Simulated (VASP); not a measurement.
Set up this calculation in VASP 6.6.1, as the native input.

* Task: single point
* Functional: PBE
* Potentials or basis: VASP PAW PBE potentials, release 64 (C, Ba_sv)
* Cutoff: 520 eV
* k mesh: 6 × 6 × 6
* Occupations: gaussian, width 0.05 eV
* Spin: no spin polarisation
* Dipole correction: no
* Further INCAR settings: ALGO = Normal; EDIFF = 1e-07; NBANDS = 19

The structure of Ba2C lies in POSCAR:

```
Ba2C
1.0
    0.0000000000      3.2360482588      3.2360482588
    3.2360482588      0.0000000000      3.2360482588
    3.2360482588      3.2360482588      0.0000000000
C Ba
1 2
Direct
    0.0000000000      0.0000000000      0.0000000000
    0.2500000000      0.2500000000      0.2500000000
    0.7500000000      0.7500000000      0.7500000000
```

One way to write it, as run:

INCAR

```
SYSTEM = Ba2C
ALGO = Normal
EDIFF = 1E-7
ENCUT = 520
GGA = PE
ISIF = 2
ISMEAR = 0
LASPH = .TRUE.
LCHARG = .TRUE.
LELF = .TRUE.
LREAL = .FALSE.
LVHAR = .TRUE.
LWAVE = .FALSE.
NBANDS = 19
NELM = 100
PREC = Accurate
SIGMA = 0.05
```

KPOINTS

```
k-points
0
G
  6 6 6
  0 0 0
```

Potentials or basis: VASP PAW PBE potentials, release 64 (C, Ba_sv).

Command:

```console
$ cat potpaw_PBE.64/C/POTCAR potpaw_PBE.64/Ba_sv/POTCAR > POTCAR
$ mpirun -np 1 vasp_std > vasp.out
```

It gave:

* Pressure: 18.0 GPa
* Band gap on the k mesh: zero (band 12 reaches 4.81 eV, above the bottom of band 13 at 4.56 eV)

Caveat: spin-orbit coupling is left out, which moves the levels of the heavy elements.

Run time: 25 s on 1 thread of AMD EPYC 9R45 96-Core Processor (Zen 5), with other jobs on the host, peak memory 0.17 GiB.
